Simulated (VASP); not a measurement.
# Os (P6_3/mmc) in VASP: further runs, part 2 of 2

VASP 6.6.1.

### 3 Single point, LDA

Contents of INCAR:

```
PREC     = Accurate       # precision mode
ENCUT    = 500            # plane-wave cutoff, eV
EDIFF    = 1E-6           # SCF threshold, eV
ISMEAR   = 0              # smearing method
SIGMA    = 0.1            # smearing width, eV
LREAL    = F              # projectors in reciprocal space
LASPH    = T              # aspherical terms in the spheres
NELM     = 120            # most SCF steps
ALGO     = Normal         # electronic algorithm
ISIF     = 2              # what is computed and relaxed
LWAVE    = F              # write WAVECAR
LCHARG   = F              # write CHGCAR
NBANDS   = 23             # bands
GGA_COMPAT= F
```

Contents of KPOINTS:

```
Automatic mesh
0
Gamma
  18 18 10
```

Contents of POSCAR:

```
Os
1.0
    2.7145028291      0.0000000000      0.0000000000
   -1.3572514145      2.3508284086      0.0000000000
    0.0000000000      0.0000000000      4.2931694378
Os
2
Direct
    0.3333333333      0.6666666667      0.2500000000
    0.6666666667      0.3333333333      0.7500000000
```

Potentials or basis: VASP PAW LDA potentials, release 64 (Os_sv_GW).

Launch:

```bash
> cat potpaw_LDA.64/Os_sv_GW/POTCAR > POTCAR
> mpirun -np 1 vasp_std > vasp.out
```

OUTCAR:

```text
PREC = Accurate
   ENCUT = 500
   EDIFF = 1E-6
   ISMEAR = 0
   LREAL = F
   LASPH = T
   NELM = 120
   ISIF = 2

 ion  position               nearest neighbor table
   1  0.333  0.667  0.250-   2 2.66   2 2.66   2 2.66   2 2.66   2 2.66   2 2.66
   2  0.667  0.333  0.750-   1 2.66   1 2.66   1 2.66   1 2.66   1 2.66   1 2.66

  LATTYP: Found a hexagonal cell.
 ALAT       =     2.7145028291
 C/A-ratio  =     1.5815674943

  Lattice vectors:

 A1 = (   2.7145028291,   0.0000000000,   0.0000000000)
 A2 = (  -1.3572514145,   2.3508284086,   0.0000000000)
 A3 = (   0.0000000000,   0.0000000000,   4.2931694378)

Analysis of symmetry for initial positions (statically):
=====================================================================
 Subroutine PRICEL returns:
 Original cell was already a primitive cell.

 Routine SETGRP: Setting up the symmetry group for a
 hexagonal supercell.

 Subroutine GETGRP returns: Found 24 space group operations
 (whereof 12 operations were pure point group operations)
 out of a pool of 24 trial point group operations.

The static configuration has the point symmetry D_3d.
 The point group associated with its full space group is D_6h.

Analysis of symmetry for dynamics (positions and initial velocities):
=====================================================================
 Subroutine PRICEL returns:
 Original cell was already a primitive cell.

 Routine SETGRP: Setting up the symmetry group for a
 hexagonal supercell.

 Subroutine GETGRP returns: Found 24 space group operations
 (whereof 12 operations were pure point group operations)
 out of a pool of 24 trial point group operations.

The dynamic configuration has the point symmetry D_3d.
 The point group associated with its full space group is D_6h.

 Subroutine INISYM returns: Found 24 space group operations
 (whereof 12 operations are pure point group operations),
 and found     1 'primitive' translations

[... 111 lines left out ...]
   IALGO  =     38    algorithm
   IMIX   =      4    mixing-type and parameters
     AMIX     =   0.40;   BMIX     =  1.00
     AMIX_MAG =   1.60;   BMIX_MAG =  1.00
  volume/ion in A,a.u.               =      13.70        92.44
  Fermi-wavevector in a.u.,A,eV,Ry     =   1.724097  3.258071 40.443468  2.972511
  Thomas-Fermi vector in A             =   2.799850
   LORBIT       =      0    0 simple, 1 ext, 2 COOP (PROOUT), +10 PAW based schemes
   GGA     = CA    functional components
   LHFCALC =     F    Hartree Fock is set to
   AEXX    =    0.0000 exact exchange contribution
   IVDW    =     0    specifies the selected vdW correction
   LEPSILON=     F    determine dielectric tensor
   LRPA    =     F    only Hartree local field effects (RPA)
 non-spin polarized calculation
 Gauss-broadening in eV      SIGMA  =   0.10
  energy-cutoff  :      500.00
  volume of cell :       27.40
 maximum number of plane-waves:       714
 NGX is ok and might be reduce to    20
   NGX =  9   NGY =  9   NGZ = 15

 number of electron      32.0000001 magnetization

 Free energy of the ion-electron system (eV)
  ---------------------------------------------------
  ext. energy  EPLUGINS =         0.00000000
  ---------------------------------------------------
  free energy    TOTEN  =       -27.61118521 eV

  energy without entropy =      -27.60375289  energy(sigma->0) =      -27.60746905

 E-fermi :  13.9368     XC(G=0): -14.9458

 val. band max:       13.9214085404   @ k =   0.1667   0.0556   0.3000
 cond. band min:      13.9487691872   @ k =   0.1667   0.1111   0.3000
 fundamental gap:      0.0273606468
 Fermi energy:        13.9368224125

 k-point     1 :       0.0000    0.0000    0.0000
  band No.  band energies     occupation
      1     -72.3054      2.00000
      2     -72.1762      2.00000
      3     -32.5997      2.00000
      4     -31.5793      2.00000
      5     -31.5793      2.00000
      6     -31.3870      2.00000
[... 613 lines left out ...]
     22      24.4445      0.00000
     23      26.4223      0.00000

 [... further k-points ...]

------------------------ aborting loop because EDIFF is reached ----------------------------------------

  FORCE on cell =-STRESS in cart. coord.  units (eV):
  Direction    XX          YY          ZZ          XY          YZ          ZX
  --------------------------------------------------------------------------------------
  -------------------------------------------------------------------------------------
  Total       -0.1338988     -0.1338988     -0.0938449     -0.0000000     -0.0000000      0.0000000
  in kB       -7.8306542     -7.8306542     -5.4882240     -0.0000000     -0.0000000      0.0000000
  external PRESSURE =      -7.0498441 kB  Pullay stress =       0.0000000 kB

 VOLUME and BASIS-vectors are now :
 -----------------------------------------------------------------------------
  energy-cutoff  :      500.00
  volume of cell :       27.40
      direct lattice vectors                 reciprocal lattice vectors
     2.714502829  0.000000000  0.000000000     0.368391585  0.212690981  0.000000000
    -1.357251415  2.350828409  0.000000000     0.000000000  0.425381962  0.000000000
     0.000000000  0.000000000  4.293169438     0.000000000  0.000000000  0.232928147

 POSITION                                       TOTAL-FORCE (eV/Angst)
 -----------------------------------------------------------------------------------
     -0.00000      1.56722      1.07329        -0.000000      0.000000      0.000000
      1.35725      0.78361      3.21988         0.000000     -0.000000      0.000000
 -----------------------------------------------------------------------------------
    total drift:                               -0.000000      0.000000     -0.000000

  FREE ENERGIE OF THE ION-ELECTRON SYSTEM (eV)
  ---------------------------------------------------
  free  energy   TOTEN  =       -27.6111852105 eV

  energy  without entropy=      -27.6037528928  energy(sigma->0) =      -27.60746905
```

OSZICAR:

```text
N       E                     dE             d eps       ncg     rms          rms(c)
DAV:   1     0.291369764331E+03    0.29137E+03   -0.22475E+04 10732   0.144E+03
DAV:   2    -0.210671908423E+02   -0.31244E+03   -0.29853E+03 12254   0.458E+02
DAV:   3    -0.300098131147E+02   -0.89426E+01   -0.88766E+01 12466   0.743E+01
DAV:   4    -0.300390981613E+02   -0.29285E-01   -0.29280E-01 11248   0.472E+00
DAV:   5    -0.300391932318E+02   -0.95071E-04   -0.95063E-04 12678   0.235E-01    0.111E+02
DAV:   6    -0.279144368038E+02    0.21248E+01   -0.32470E+00 11430   0.133E+01    0.586E+01
DAV:   7    -0.276468683766E+02    0.26757E+00   -0.14068E+00 12277   0.817E+00    0.116E+01
DAV:   8    -0.276119746610E+02    0.34894E-01   -0.13172E-01 11164   0.325E+00    0.987E-01
DAV:   9    -0.276113578042E+02    0.61686E-03   -0.23046E-03 12453   0.352E-01    0.595E-01
DAV:  10    -0.276111832208E+02    0.17458E-03   -0.32498E-04 10842   0.202E-01    0.392E-01
DAV:  11    -0.276111850158E+02   -0.17950E-05   -0.26213E-06 10634   0.164E-02    0.255E-02
DAV:  12    -0.276111852105E+02   -0.19472E-06   -0.15162E-07  6401   0.327E-03
   1 F= -.27611185E+02 E0= -.27607469E+02  d E =-.743232E-02
```

stdout:

```text
POSCAR found type information on POSCAR Os
 POSCAR found :  1 types and       2 ions
 scaLAPACK will be used
 LDA part: xc-table for (Slater(with rela. corr.)+CA(PZ))
 , standard interpolation
 POSCAR, INCAR and KPOINTS ok, starting setup
 FFT: planning ... GRIDC
 FFT: planning ... GRID_SOFT
 FFT: planning ... GRID
 WAVECAR not read
 entering main loop
```

Run time: 87 s. Hardware: 1 thread of AMD EPYC 7R43 (Zen 3), shared host; peak memory 0.18 GiB.

Results:

```yaml
Free_energy: -27.6112 eV
Pressure: -0.7 GPa
Band_gap_on_the_k_mesh: zero (band 16 reaches 16.08 eV, above the bottom of band 17 at 11.98 eV)
```

Levels at points of the mesh, in eV from the Fermi level:
| k point | band 13 | band 14 | band 15 | band 16 | band 17 | band 18 | band 19 | band 20 |
| --- | --- | --- | --- | --- | --- | --- | --- | --- |
| (0.00, 0.00, 0.00) | -2.91 | -2.29 | -2.29 | -1.60 | -1.60 | 0.14 | 1.75 | 1.75 |
| (0.50, 0.00, 0.00) | -2.88 | -2.62 | -1.92 | 2.14 | 2.72 | 2.84 | 4.62 | 5.93 |
| (0.00, 0.00, 0.50) | -3.35 | -3.35 | -3.35 | -3.35 | 0.94 | 0.94 | 0.94 | 0.94 |
| (0.50, 0.00, 0.50) | -1.24 | -1.24 | -0.09 | -0.09 | 2.49 | 2.49 | 3.45 | 3.45 |

Caveat: spin-orbit coupling is left out, which moves the levels of the heavy elements.
